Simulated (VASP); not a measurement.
# SiW3 (Im-3m) in VASP: a series of runs

Aim: see how the results for SiW3 move with the level of theory and the settings. Levels: LDA, r2SCAN. Tasks: single point.

Everything below comes from runs of VASP 6.6.1. Logs are shortened: lines on timing, memory, paths and dates and some standing lists are left out, and cuts for length are marked.

### Step 1. The cell of the first run

It takes space group Im-3m (No. 229, cubic). Conventional cell: a = 5.212 Å, b = 5.212 Å, c = 5.212 Å, α = 90.00°, β = 90.00°, γ = 90.00°. Si (site symmetry m-3m) has 6 W at 2.61 Å within 3.4 Å. Within 3.4 Å of W (site symmetry 4/mmm) lie 2 Si at 2.61 Å and 4 W at 2.61 Å.

### Step 2. Single point, LDA

The input, INCAR:

```
SYSTEM = SiW3
ALGO = Normal
EDIFF = 1E-6
ENCUT = 500
GGA = CA
GGA_COMPAT = .False.
ISIF = 2
ISMEAR = -1
LASPH = .True.
LCHARG = .False.
LREAL = .False.
LWAVE = .False.
NBANDS = 31
NELM = 120
PREC = Accurate
SIGMA = 0.1
```

The input, KPOINTS:

```
k-points
0
Gamma
  7 7 7
  0 0 0
```

The input, POSCAR:

```
SiW3
1.0
   -2.6061750000      2.6061750000      2.6061750000
    2.6061750000     -2.6061750000      2.6061750000
    2.6061750000      2.6061750000     -2.6061750000
Si W
1 3
Direct
    0.0000000000      0.0000000000      0.0000000000
    0.5000000000      0.5000000000      0.0000000000
    0.5000000000      0.0000000000      0.5000000000
    0.0000000000      0.5000000000      0.5000000000
```

Potentials or basis: VASP PAW LDA potentials, release 64 (Si, W_sv).

Launch:

```sh
$ cat potpaw_LDA.64/Si/POTCAR potpaw_LDA.64/W_sv/POTCAR > POTCAR
$ mpirun -np 1 vasp_std > vasp.out
```

OUTCAR:

```text
SYSTEM = SiW3
   EDIFF = 1E-6
   ENCUT = 500
   GGA = CA
   ISIF = 2
   ISMEAR = -1
   LASPH = .True.
   LREAL = .False.
   NELM = 120
   PREC = Accurate

 ion  position               nearest neighbor table
   1  0.000  0.000  0.000-   2 2.61   3 2.61   4 2.61   4 2.61   3 2.61   2 2.61
   2  0.500  0.500  0.000-   1 2.61   3 2.61   4 2.61   3 2.61   4 2.61   1 2.61
   3  0.500  0.000  0.500-   1 2.61   2 2.61   4 2.61   2 2.61   1 2.61   4 2.61
   4  0.000  0.500  0.500-   1 2.61   2 2.61   3 2.61   1 2.61   2 2.61   3 2.61

  LATTYP: Found a body centered cubic cell.
 ALAT       =     5.2123500000

  Lattice vectors:

 A1 = (  -2.6061750000,   2.6061750000,   2.6061750000)
 A2 = (   2.6061750000,  -2.6061750000,   2.6061750000)
 A3 = (   2.6061750000,   2.6061750000,  -2.6061750000)

Analysis of symmetry for initial positions (statically):
=====================================================================
 Subroutine PRICEL returns:
 Original cell was already a primitive cell.

 Routine SETGRP: Setting up the symmetry group for a
 body centered cubic supercell.

 Subroutine GETGRP returns: Found 48 space group operations
 (whereof 48 operations were pure point group operations)
 out of a pool of 48 trial point group operations.

The static configuration has the point symmetry O_h .

Analysis of symmetry for dynamics (positions and initial velocities):
=====================================================================
 Subroutine PRICEL returns:
 Original cell was already a primitive cell.

 Routine SETGRP: Setting up the symmetry group for a
 body centered cubic supercell.

 Subroutine GETGRP returns: Found 48 space group operations
 (whereof 48 operations were pure point group operations)
 out of a pool of 48 trial point group operations.

The dynamic configuration has the point symmetry O_h .

 Subroutine INISYM returns: Found 48 space group operations
 (whereof 48 operations are pure point group operations),
 and found     1 'primitive' translations

----------------------------------------------------------------------------------------

                                     Primitive cell

  volume of cell :      70.8061

  direct lattice vectors                    reciprocal lattice vectors
    -2.606175000  2.606175000  2.606175000     0.000000000  0.191852044  0.191852044
     2.606175000 -2.606175000  2.606175000     0.191852044  0.000000000  0.191852044
     2.606175000  2.606175000 -2.606175000     0.191852044  0.191852044  0.000000000

  length of vectors
     4.514027513  4.514027513  4.514027513     0.271319762  0.271319762  0.271319762

  position of ions in fractional coordinates (direct lattice)
     0.000000000  0.000000000  0.000000000
     0.500000000  0.500000000  0.000000000
     0.500000000  0.000000000  0.500000000
     0.000000000  0.500000000  0.500000000

  ion indices of the primitive-cell ions
   primitive index   ion index
                 1           1
                 2           2
                 3           3
                 4           4

----------------------------------------------------------------------------------------

 KPOINTS: k-points

Automatic generation of k-mesh.
 Grid dimensions read from file:
 generate k-points for:    7    7    7

 Generating k-lattice:

  Cartesian coordinates                     Fractional coordinates (reciprocal lattice)
     0.000000000  0.027407435  0.027407435     0.142857143  0.000000000  0.000000000
     0.027407435  0.000000000  0.027407435     0.000000000  0.142857143  0.000000000
     0.027407435  0.027407435  0.000000000     0.000000000  0.000000000  0.142857143

  Length of vectors
     0.038759966  0.038759966  0.038759966

  Shift w.r.t. Gamma in fractional coordinates (k-lattice)
     0.000000000  0.000000000  0.000000000

 Subroutine IBZKPT returns following result:
 ===========================================

 Found     20 irreducible k-points:

 Following reciprocal coordinates:
            Coordinates               Weight
  0.000000  0.000000  0.000000      1.000000
  0.142857  0.000000  0.000000     12.000000
  0.285714  0.000000  0.000000     12.000000
  0.428571  0.000000  0.000000     12.000000
  0.142857  0.142857  0.000000     24.000000
  0.285714  0.142857 -0.000000     48.000000
[... 12 lines left out ...]
 -0.428571 -0.428571  0.285714      8.000000
 -0.428571  0.428571  0.428571      6.000000
   k-points           NKPTS =     20   k-points in BZ     NKDIM =     20   number of bands    NBANDS=     31
   number of dos      NEDOS =    301   number of ions     NIONS =      4
   total plane-waves  NPLWV =  46656
   dimension x,y,z NGX =    36 NGY =   36 NGZ =   36
   dimension x,y,z NGXF=    72 NGYF=   72 NGZF=   72
   ions per type =               1   3
   NGX,Y,Z   is equivalent  to a cutoff of  13.26, 13.26, 13.26 a.u.
   NGXF,Y,Z  is equivalent  to a cutoff of  26.52, 26.52, 26.52 a.u.
 SYSTEM =  SiW3
   PREC   = accura    normal or accurate (medium, high low for compatibility)
   ISTART =      0    job   : 0-new  1-cont  2-samecut
   ICHARG =      2    charge: 1-file 2-atom 10-const
   ISPIN  =      1    spin polarized calculation?
   LNONCOLLINEAR =      F non collinear calculations
   LSORBIT =      F    spin-orbit coupling
   LASPH  =      T    aspherical Exc in radial PAW
   ENCUT  =  500.0 eV  36.75 Ry    6.06 a.u.   8.23  8.23  8.23*2*pi/ulx,y,z
   NELM   =    120;   NELMIN=  2; NELMDL= -5     # of ELM steps
   EDIFF  = 0.1E-05   stopping-criterion for ELM
   LREAL  =      F    real-space projection
   EDIFFG = 0.1E-04   stopping-criterion for IOM
   NSW    =      0    number of steps for IOM
   IBRION =     -1    ionic relax: 0-MD 1-quasi-New 2-CG
   NFREE  =      0    steps in history (QN), initial steepest desc. (CG)
   ISIF   =      2    stress and relaxation
   ISYM   =      2    0-nonsym 1-usesym 2-fastsym
   POTIM  = 0.5000    time-step for ionic-motion
   TEBEG  =    0.0;   TEEND  =   0.0 temperature during run
   PSTRESS=    0.0 pullay stress
   NELECT =      46.0000    total number of electrons
   NUPDOWN=      -1.0000    fix difference up-down
   EMIN   =  10.00;   EMAX   =-10.00  energy-range for DOS
   EFERMI =   0.00;   METHOD = LEGACY
   ISMEAR =    -1;   SIGMA  =   0.10  broadening in eV -4-tet -1-fermi 0-gaus
   EFERMI_NEDOS =   21; number of points for ismear=-14 and -15
   IALGO  =     38    algorithm
   IMIX   =      4    mixing-type and parameters
     AMIX     =   0.40;   BMIX     =  1.00
     AMIX_MAG =   1.60;   BMIX_MAG =  1.00
  volume/ion in A,a.u.               =      17.70       119.46
  Fermi-wavevector in a.u.,A,eV,Ry     =   1.417873  2.679391 27.352644  2.010363
  Thomas-Fermi vector in A             =   2.539057
   LORBIT       =      0    0 simple, 1 ext, 2 COOP (PROOUT), +10 PAW based schemes
   GGA     = CA    functional components
   LHFCALC =     F    Hartree Fock is set to
   AEXX    =    0.0000 exact exchange contribution
   IVDW    =     0    specifies the selected vdW correction
   LEPSILON=     F    determine dielectric tensor
   LRPA    =     F    only Hartree local field effects (RPA)
 non-spin polarized calculation
  energy-cutoff  :      500.00
  volume of cell :       70.81
 maximum number of plane-waves:      1865
 NGX is ok and might be reduce to    36
   NGX = 17   NGY = 17   NGZ = 17

 number of electron      46.0000005 magnetization

 Free energy of the ion-electron system (eV)
  ---------------------------------------------------
  ext. energy  EPLUGINS =         0.00000000
  ---------------------------------------------------
  free energy    TOTEN  =       -42.86638856 eV

  energy without entropy =      -42.69571418  energy(sigma->0) =      -42.78105137

 E-fermi :   8.9531     XC(G=0): -12.4230

 val. band max:        8.9467353849   @ k =  -0.4286   0.4286   0.2857
 cond. band min:       8.9599642447   @ k =  -0.2857   0.2857   0.2857
 fundamental gap:      0.0132288598
 Fermi energy:         8.9531489136

 k-point     1 :       0.0000    0.0000    0.0000
  band No.  band energies     occupation
      1     -64.6518      2.00000
      2     -64.4848      2.00000
      3     -64.4848      2.00000
      4     -29.6791      2.00000
      5     -29.6791      2.00000
      6     -29.6791      2.00000
[... 23 lines left out ...]
     30      12.6149      0.00000
     31      14.3912      0.00000

 k-point     2 :       0.1429    0.0000    0.0000
  band No.  band energies     occupation
      1     -64.6444      2.00000
      2     -64.4920      2.00000
      3     -64.4849      2.00000
      4     -29.6801      2.00000
      5     -29.6191      2.00000
      6     -29.6158      2.00000
[... 23 lines left out ...]
     30      12.3533      0.00000
     31      13.5225      0.00000

 k-point     3 :       0.2857    0.0000    0.0000
  band No.  band energies     occupation
      1     -64.6245      2.00000
      2     -64.5118      2.00000
      3     -64.4853      2.00000
      4     -29.6823      2.00000
      5     -29.4492      2.00000
      6     -29.4378      2.00000
[... 23 lines left out ...]
     30      12.0108      0.00000
     31      12.1263      0.00000

 k-point     4 :       0.4286    0.0000    0.0000
  band No.  band energies     occupation
      1     -64.6006      2.00000
      2     -64.5356      2.00000
      3     -64.4856      2.00000
      4     -29.6841      2.00000
      5     -29.2184      2.00000
      6     -29.1902      2.00000
[... 499 lines left out ...]
     30      12.2837      0.00000
     31      13.4115      0.00000

 k-point    19 :      -0.4286   -0.4286    0.2857
  band No.  band energies     occupation
      1     -64.5893      2.00000
      2     -64.5893      2.00000
      3     -64.4427      2.00000
      4     -29.6540      2.00000
      5     -29.6493      2.00000
      6     -29.6493      2.00000
[... 23 lines left out ...]
     30      12.1164      0.00000
     31      14.4947      0.00000

 k-point    20 :      -0.4286    0.4286    0.4286
  band No.  band energies     occupation
      1     -64.5964      2.00000
      2     -64.5891      2.00000
      3     -64.4356      2.00000
      4     -29.7144      2.00000
      5     -29.7144      2.00000
      6     -29.6572      2.00000
[... 23 lines left out ...]
     30      12.4250      0.00000
     31      14.4530      0.00000

------------------------ aborting loop because EDIFF is reached ----------------------------------------

  FORCE on cell =-STRESS in cart. coord.  units (eV):
  Direction    XX          YY          ZZ          XY          YZ          ZX
  --------------------------------------------------------------------------------------
  -------------------------------------------------------------------------------------
  Total       -4.1329164     -4.1329164     -4.1329164     -0.0000000     -0.0000000      0.0000000
  in kB      -93.5182743    -93.5182743    -93.5182743     -0.0000000     -0.0000000      0.0000000
  external PRESSURE =     -93.5182743 kB  Pullay stress =       0.0000000 kB

 VOLUME and BASIS-vectors are now :
 -----------------------------------------------------------------------------
  energy-cutoff  :      500.00
  volume of cell :       70.81
      direct lattice vectors                 reciprocal lattice vectors
    -2.606175000  2.606175000  2.606175000     0.000000000  0.191852044  0.191852044
     2.606175000 -2.606175000  2.606175000     0.191852044  0.000000000  0.191852044
     2.606175000  2.606175000 -2.606175000     0.191852044  0.191852044  0.000000000

 POSITION                                       TOTAL-FORCE (eV/Angst)
 -----------------------------------------------------------------------------------
      0.00000      0.00000      0.00000        -0.000000     -0.000000      0.000000
      0.00000      0.00000      2.60617         0.000000     -0.000000      0.000000
      0.00000      2.60617      0.00000         0.000000      0.000000     -0.000000
      2.60617      0.00000      0.00000         0.000000      0.000000     -0.000000
 -----------------------------------------------------------------------------------
    total drift:                                0.000000      0.000000     -0.000000

  FREE ENERGIE OF THE ION-ELECTRON SYSTEM (eV)
  ---------------------------------------------------
  free  energy   TOTEN  =       -42.8663885593 eV

  energy  without entropy=      -42.6957141795  energy(sigma->0) =      -42.78105137
```

Wall time 32 s (1 thread of Intel Xeon Platinum 8488C (Sapphire Rapids), shared host); peak memory 0.18 GiB.

Results:

| Quantity | Value |
| --- | --- |
| Free energy | -42.8664 eV |
| Pressure | -9.4 GPa |
| Band gap on the k mesh | zero (bands 23 and 24 overlap by 1.26 eV) |

Caveat: the cell stands under tension; spin-orbit coupling is left out, which moves the levels of the heavy elements.

### Step 3. Single point, r2SCAN

POSCAR is that of step 2.

The input, INCAR.step1:

```
SYSTEM = SiW3
PREC = Accurate
ENCUT = 550
ISMEAR = -1
SIGMA = 0.1
LREAL = .False.
LASPH = .True.
NELM = 120
NBANDS = 31
GGA = PE
ALGO = Normal
EDIFF = 1E-5
LWAVE = .True.
LCHARG = .False.
GGA_COMPAT = .False.
```

The input, INCAR.step2:

```
SYSTEM = SiW3
PREC = Accurate
ENCUT = 550
EDIFF = 1E-6
ISMEAR = -1
SIGMA = 0.1
LREAL = .False.
LASPH = .True.
NELM = 120
ALGO = Normal
ISIF = 2
LWAVE = .False.
LCHARG = .True.
METAGGA = R2SCAN
LMIXTAU = .True.
LELF = .True.
LVHAR = .True.
NBANDS = 31
ISTART = 1
GGA_COMPAT = .False.
```

The input, KPOINTS:

```
Automatic mesh
0
Gamma
  7 7 7
  0 0 0
```

Potentials or basis: VASP PAW PBE potentials, release 64 (Si, W_sv).

Launch:

```sh
$ cat potpaw_PBE.64/Si/POTCAR potpaw_PBE.64/W_sv/POTCAR > POTCAR
$ cp INCAR.step1 INCAR
$ mpirun -np 1 vasp_std > vasp.out
$ cp INCAR.step2 INCAR
$ mpirun -np 1 vasp_std > vasp.out
```

Wall time 2.2 min (1 thread of Intel Xeon Platinum 8488C (Sapphire Rapids), shared host); peak memory 0.22 GiB.

The run converged. Its results:

```yaml
Free_energy: -156.9597 eV
Pressure: -3.1 GPa
Band_gap_on_the_k_mesh: zero (bands 23 and 24 overlap by 1.26 eV)
```

Levels at points of the mesh, in eV from the Fermi level:
| k point | band 21 | band 22 | band 23 | band 24 | band 25 | band 26 |
| --- | --- | --- | --- | --- | --- | --- |
| (0.00, 0.00, 0.00) | -0.49 | -0.49 | 0.42 | 0.42 | 2.10 | 2.10 |

Caveat: the cell stands under tension; the PAW data sets were made with another functional, which shifts forces and pressure a little; spin-orbit coupling is left out, which moves the levels of the heavy elements.

The gap in the log of VASP goes by the Fermi energy; the results here count the filled bands.